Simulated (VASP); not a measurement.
# K (Fm-3m) in VASP: notebook

K is run at these levels: PBEsol; tasks: relaxation of cell and atoms.

Program: VASP 6.6.1. These are calculated values, not measurements. Logs are shortened: lines on timing, memory, paths and dates and some standing lists are left out, and cuts for length are marked.

**1. The cell of the first run**

Symmetry: Fm-3m, No. 225, cubic system. Conventional cell: a = 6.580 Å, b = 6.580 Å, c = 6.580 Å, α = 90.00°, β = 90.00°, γ = 90.00°.

This isn't the form of K at room conditions, which is bcc.

**2. Relaxation of cell and atoms, PBEsol, target pressure 5 GPa, at which the enthalpy is minimised**

Input file INCAR:

```
PREC = Accurate
ENCUT = 500
EDIFF = 1E-7
ISMEAR = 1
SIGMA = 0.05
LREAL = F
LASPH = T
NELM = 120
ALGO = Normal
ISIF = 3
LWAVE = F
LCHARG = F
GGA = PS
IBRION = 2
NSW = 80
EDIFFG = -0.02
PSTRESS = 50.0
GGA_COMPAT = F
NELMIN = 4
```

Input file KPOINTS:

```
regular mesh
0
Gamma
  11 11 11
```

Input file POSCAR:

```
K
1.0
    0.0000000000      3.2900000000      3.2900000000
    3.2900000000      0.0000000000      3.2900000000
    3.2900000000      3.2900000000      0.0000000000
K
1
Direct
    0.0000000000      0.0000000000      0.0000000000
```

Potentials or basis: VASP PAW PBE potentials, release 64 (K_sv).

On the command line:

```bash
$ cat potpaw_PBE.64/K_sv/POTCAR > POTCAR
$ mpirun -np 1 vasp_std > vasp.out
```

OUTCAR:

```text
PREC = Accurate
   ENCUT = 500
   EDIFF = 1E-7
   ISMEAR = 1
   LREAL = F
   LASPH = T
   NELM = 120
   ISIF = 3
   GGA = PS
   IBRION = 2
   NSW = 80
   EDIFFG = -0.02
   PSTRESS = 50.0
   NELMIN = 4

 ion  position               nearest neighbor table
   1  0.000  0.000  0.000-

  LATTYP: Found a face centered cubic cell.
 ALAT       =     6.5800000000

  Lattice vectors:

 A1 = (   0.0000000000,   3.2900000000,   3.2900000000)
 A2 = (   3.2900000000,   0.0000000000,   3.2900000000)
 A3 = (   3.2900000000,   3.2900000000,   0.0000000000)

Analysis of symmetry for initial positions (statically):
=====================================================================
 Subroutine PRICEL returns:
 Original cell was already a primitive cell.

 Routine SETGRP: Setting up the symmetry group for a
 face centered cubic supercell.

 Subroutine GETGRP returns: Found 48 space group operations
 (whereof 48 operations were pure point group operations)
 out of a pool of 48 trial point group operations.

The static configuration has the point symmetry O_h .

Analysis of symmetry for dynamics (positions and initial velocities):
=====================================================================
 Subroutine PRICEL returns:
 Original cell was already a primitive cell.

 Routine SETGRP: Setting up the symmetry group for a
 face centered cubic supercell.

 Subroutine GETGRP returns: Found 48 space group operations
 (whereof 48 operations were pure point group operations)
 out of a pool of 48 trial point group operations.

The dynamic configuration has the point symmetry O_h .

 Subroutine INISYM returns: Found 48 space group operations
 (whereof 48 operations are pure point group operations),
 and found     1 'primitive' translations

----------------------------------------------------------------------------------------

                                     Primitive cell

  volume of cell :      71.2226

  direct lattice vectors                    reciprocal lattice vectors
     0.000000000  3.290000000  3.290000000    -0.151975684  0.151975684  0.151975684
     3.290000000  0.000000000  3.290000000     0.151975684 -0.151975684  0.151975684
     3.290000000  3.290000000  0.000000000     0.151975684  0.151975684 -0.151975684

  length of vectors
     4.652762620  4.652762620  4.652762620     0.263229606  0.263229606  0.263229606

  position of ions in fractional coordinates (direct lattice)
     0.000000000  0.000000000  0.000000000

  ion indices of the primitive-cell ions
   primitive index   ion index
                 1           1

----------------------------------------------------------------------------------------

 KPOINTS: regular mesh

Automatic generation of k-mesh.
 Grid dimensions read from file:
 generate k-points for:   11   11   11

 Generating k-lattice:

  Cartesian coordinates                     Fractional coordinates (reciprocal lattice)
    -0.013815971  0.013815971  0.013815971     0.090909091  0.000000000  0.000000000
     0.013815971 -0.013815971  0.013815971     0.000000000  0.090909091  0.000000000
     0.013815971  0.013815971 -0.013815971     0.000000000  0.000000000  0.090909091

  Length of vectors
     0.023929964  0.023929964  0.023929964

  Shift w.r.t. Gamma in fractional coordinates (k-lattice)
     0.000000000  0.000000000  0.000000000

 Subroutine IBZKPT returns following result:
 ===========================================

 Found     56 irreducible k-points:

 Following reciprocal coordinates:
            Coordinates               Weight
  0.000000  0.000000  0.000000      1.000000
  0.090909  0.000000  0.000000      8.000000
  0.181818  0.000000  0.000000      8.000000
  0.272727  0.000000  0.000000      8.000000
  0.363636  0.000000  0.000000      8.000000
  0.454545  0.000000  0.000000      8.000000
[... 16 lines left out ...]
 -0.272727  0.181818  0.000000     24.000000
 -0.181818  0.181818  0.000000     12.000000
 [... further k-points ...]
   k-points           NKPTS =     56   k-points in BZ     NKDIM =     56   number of bands    NBANDS=      8
   number of dos      NEDOS =    301   number of ions     NIONS =      1
   total plane-waves  NPLWV =  46656
   dimension x,y,z NGX =    36 NGY =   36 NGZ =   36
   dimension x,y,z NGXF=    72 NGYF=   72 NGZF=   72
   ions per type =               1
   NGX,Y,Z   is equivalent  to a cutoff of  12.86, 12.86, 12.86 a.u.
   NGXF,Y,Z  is equivalent  to a cutoff of  25.73, 25.73, 25.73 a.u.
 SYSTEM =  unknown system
   PREC   = accura    normal or accurate (medium, high low for compatibility)
   ISTART =      0    job   : 0-new  1-cont  2-samecut
   ICHARG =      2    charge: 1-file 2-atom 10-const
   ISPIN  =      1    spin polarized calculation?
   LNONCOLLINEAR =      F non collinear calculations
   LSORBIT =      F    spin-orbit coupling
   LASPH  =      T    aspherical Exc in radial PAW
   ENCUT  =  500.0 eV  36.75 Ry    6.06 a.u.   8.48  8.48  8.48*2*pi/ulx,y,z
   NELM   =    120;   NELMIN=  4; NELMDL= -5     # of ELM steps
   EDIFF  = 0.1E-06   stopping-criterion for ELM
   LREAL  =      F    real-space projection
   EDIFFG = -.2E-01   stopping-criterion for IOM
   NSW    =     80    number of steps for IOM
   IBRION =      2    ionic relax: 0-MD 1-quasi-New 2-CG
   NFREE  =      1    steps in history (QN), initial steepest desc. (CG)
   ISIF   =      3    stress and relaxation
   ISYM   =      2    0-nonsym 1-usesym 2-fastsym
   POTIM  = 0.5000    time-step for ionic-motion
   TEBEG  =    0.0;   TEEND  =   0.0 temperature during run
   PSTRESS=   50.0 pullay stress
   NELECT =       9.0000    total number of electrons
   NUPDOWN=      -1.0000    fix difference up-down
   EMIN   =  10.00;   EMAX   =-10.00  energy-range for DOS
   EFERMI =   0.00;   METHOD = LEGACY
   ISMEAR =     1;   SIGMA  =   0.05  broadening in eV -4-tet -1-fermi 0-gaus
   EFERMI_NEDOS =   21; number of points for ismear=-14 and -15
   IALGO  =     38    algorithm
   IMIX   =      4    mixing-type and parameters
     AMIX     =   0.40;   BMIX     =  1.00
     AMIX_MAG =   1.60;   BMIX_MAG =  1.00
  volume/ion in A,a.u.               =      71.22       480.63
  Fermi-wavevector in a.u.,A,eV,Ry     =   0.821517  1.552442  9.182433  0.674890
  Thomas-Fermi vector in A             =   1.932690
   LORBIT       =      0    0 simple, 1 ext, 2 COOP (PROOUT), +10 PAW based schemes
   GGA     = PS    functional components
   LHFCALC =     F    Hartree Fock is set to
   AEXX    =    0.0000 exact exchange contribution
   IVDW    =     0    specifies the selected vdW correction
   LEPSILON=     F    determine dielectric tensor
   LRPA    =     F    only Hartree local field effects (RPA)
 conjugate gradient relaxation of ions
 non-spin polarized calculation
 Methfessel and Paxton  Order N= 1 SIGMA  =   0.05
  energy-cutoff  :      500.00
  volume of cell :       71.22
 maximum number of plane-waves:      1838
 NGX is ok and might be reduce to    36
   NGX = 17   NGY = 17   NGZ = 17

--------------------------------------- Ionic step        1  -------------------------------------------

 number of electron       9.0000000 magnetization

 Free energy of the ion-electron system (eV)
  ---------------------------------------------------
  ext. energy  EPLUGINS =         0.00000000
  ---------------------------------------------------
  free energy    TOTEN  =        -1.13196842 eV

  energy without entropy =       -1.13166538  energy(sigma->0) =       -1.13186740

 E-fermi :  -0.0677     XC(G=0):  -5.7767

 val. band max:       -0.0782266856   @ k =   0.4545   0.0000   0.0000
 cond. band min:      -0.0539609508   @ k =  -0.2727   0.2727   0.0909
 fundamental gap:      0.0242657348
 Fermi energy:        -0.0677078302

 k-point     1 :       0.0000    0.0000    0.0000
  band No.  band energies     occupation
      1     -32.0666      2.00000
      2     -15.5750      2.00000
      3     -15.5750      2.00000
      4     -15.5750      2.00000
      5      -2.3033      2.00000
      6       4.1454      0.00000
      7       4.1454      0.00000
      8       4.1454      0.00000

 k-point     2 :       0.0909    0.0000    0.0000
  band No.  band energies     occupation
      1     -32.0663      2.00000
      2     -15.5811      2.00000
      3     -15.5758      2.00000
      4     -15.5758      2.00000
      5      -2.2035      2.00000
      6       3.8696      0.00000
      7       4.1845      0.00000
      8       4.1845      0.00000
[... 344 lines left out ...]
  FREE ENERGIE OF THE ION-ELECTRON SYSTEM (eV)
  ---------------------------------------------------
  free  energy   TOTEN  =        -0.8879033133 eV

  energy  without entropy=       -0.8876754717  energy(sigma->0) =       -0.88782737

  enthalpy is  TOTEN    =         0.4902267481 eV   P V=        1.3781300614

--------------------------------------- Ionic step        4  -------------------------------------------

 number of electron       9.0000000 magnetization

 Free energy of the ion-electron system (eV)
  ---------------------------------------------------
  ext. energy  EPLUGINS =         0.00000000
  ---------------------------------------------------
  free energy    TOTEN  =        -0.83084708 eV

  energy without entropy =       -0.83055019  energy(sigma->0) =       -0.83074812

 E-fermi :   1.5742     XC(G=0):  -7.3009

 val. band max:        1.5152090975   @ k =  -0.2727   0.2727   0.0000
 cond. band min:       1.5931959320   @ k =   0.4545   0.3636   0.0000
 fundamental gap:      0.0779868344
 Fermi energy:         1.5741923385

 k-point     1 :       0.0000    0.0000    0.0000
  band No.  band energies     occupation
      1     -30.4364      2.00000
      2     -13.8114      2.00000
      3     -13.8114      2.00000
      4     -13.8114      2.00000
      5      -1.5630      2.00000
      6       6.0172      0.00000
      7       6.0172      0.00000
      8       6.0172      0.00000

 k-point     2 :       0.0909    0.0000    0.0000
  band No.  band energies     occupation
      1     -30.4327      2.00000
      2     -13.8467      2.00000
      3     -13.8155      2.00000
      4     -13.8155      2.00000
      5      -1.4029      2.00000
      6       5.7081      0.00000
      7       6.0871      0.00000
      8       6.0871      0.00000
[... 264 lines left out ...]
 POSITION                                       TOTAL-FORCE (eV/Angst)
 -----------------------------------------------------------------------------------
      0.00000      0.00000      0.00000         0.000000     -0.000000      0.000000
 -----------------------------------------------------------------------------------
    total drift:                               -0.000000      0.000000      0.000000

  FREE ENERGIE OF THE ION-ELECTRON SYSTEM (eV)
  ---------------------------------------------------
  free  energy   TOTEN  =        -0.8308470802 eV

  energy  without entropy=       -0.8305501894  energy(sigma->0) =       -0.83074812

  enthalpy is  TOTEN    =         0.4858531387 eV   P V=        1.3167002190

 reached required accuracy - stopping structural energy minimisation
```

It took 40 s on 1 thread of Intel Xeon 6975P-C (Granite Rapids), shared host; peak memory 0.21 GiB.

Results:

```
Free energy                                                : -0.8308 eV
Relaxed volume                                             : 42.19 Å³/atom
Relaxed cell                                               : a = 3.908 Å, b = 3.908 Å, c = 3.908 Å, α = 60.00°, β = 60.00°, γ = 60.00°
Space group after relaxing (to 0.1 Å)                      : Fm-3m (No. 225)
Energy change on relaxing (the run minimises the enthalpy) : +301.1 meV/atom
Ionic steps                                                : 4
Pressure after relaxing                                    : 5.0 GPa
Band gap on the k mesh                                     : zero (an odd number of electrons rules out a gap without spin polarisation)
```

The path:
| step | energy change (eV) | largest force (eV/Å) | pressure (GPa) | volume (Å³) |
| --- | --- | --- | --- | --- |
| 1 | 0.0000 | 0.0000 | -0.02 | 71.22 |
| 2 | 0.1142 | 0.0000 | 2.36 | 50.61 |
| 3 | 0.2441 | 0.0000 | 4.26 | 44.16 |
| 4 | 0.3011 | 0.0000 | 5.04 | 42.19 |

Final structure:
```
K
1.0
     0.00000    2.76312    2.76312
     2.76312    0.00000    2.76312
     2.76312    2.76312    0.00000
K
1
Direct
  0.00000 0.00000 0.00000
```

Caveat: the cell is relaxed towards a set pressure, so the run minimises the enthalpy, not the energy; the volume moved by over 15 % at a fixed basis, so the end points are rough; the PAW data sets were made with another functional, which shifts forces and pressure a little.

**3. Relaxation of cell and atoms, PBEsol, target pressure 10 GPa, at which the enthalpy is minimised**

Input file INCAR:

```
SYSTEM = K
PREC = Accurate
ENCUT = 500
EDIFF = 1E-7
ISMEAR = 1
SIGMA = 0.05
LREAL = .False.
LASPH = .True.
NELM = 120
ALGO = Normal
ISIF = 3
LWAVE = .False.
LCHARG = .False.
GGA = PS
IBRION = 2
NSW = 80
EDIFFG = -0.02
PSTRESS = 100.0
GGA_COMPAT = .False.
NELMIN = 4
```

Input file KPOINTS:

```
Automatic mesh
0
Gamma
  11 11 11
  0 0 0
```

POSCAR is that of step 2.

Potentials or basis: VASP PAW PBE potentials, release 64 (K_sv).

On the command line:

```bash
$ cat potpaw_PBE.64/K_sv/POTCAR > POTCAR
$ mpirun -np 1 vasp_std > vasp.out
```

Wall time 28 s (1 thread of Intel Xeon 6975P-C (Granite Rapids), shared host); peak memory 0.22 GiB.

The run converged. Its results:

```yaml
Free_energy: -0.4766 eV
Relaxed_volume: 34.29 Å³/atom
Relaxed_cell: a = 3.647 Å, b = 3.647 Å, c = 3.647 Å, α = 60.00°, β = 60.00°, γ = 60.00°
Space_group_after_relaxing_to_0.1_Å: Fm-3m (No. 225)
Energy_change_on_relaxing_the_run_minimises_the_enthalpy: +655.4 meV/atom
Ionic_steps: 3
Pressure_after_relaxing: 10.0 GPa
Band_gap_on_the_k_mesh: zero (an odd number of electrons rules out a gap without spin polarisation)
```

The path:
```
step  energy change (eV)  largest force (eV/Å)  pressure (GPa)  volume (Å³)
   1              0.0000                0.0000           -0.02        71.22
   2              0.6444                0.0000            9.82        34.47
   3              0.6554                0.0000            9.97        34.29
```

Final structure:
```cif
data_structure
_symmetry_space_group_name_H-M 'P 1'
_symmetry_Int_Tables_number 1
_cell_length_a 3.6468
_cell_length_b 3.6468
_cell_length_c 3.6468
_cell_angle_alpha 60.000
_cell_angle_beta 60.000
_cell_angle_gamma 60.000
_cell_volume 34.29
loop_
_atom_site_label
_atom_site_type_symbol
_atom_site_fract_x
_atom_site_fract_y
_atom_site_fract_z
_atom_site_occupancy
K1 K 0.00000 0.00000 0.00000 1
```

Levels at points of the mesh, in eV from the Fermi level:
```
           k point  band 1  band 2  band 3  band 4  band 5  band 6  band 7  band 8
(0.00, 0.00, 0.00)  -32.06  -15.28  -15.28  -15.28   -3.32    4.56    4.56    4.56
```

Caveat: the cell is relaxed towards a set pressure, so the run minimises the enthalpy, not the energy; the volume moved by over 15 % at a fixed basis, so the end points are rough; the PAW data sets were made with another functional, which shifts forces and pressure a little.

(Part 1 of 2 ends here.)
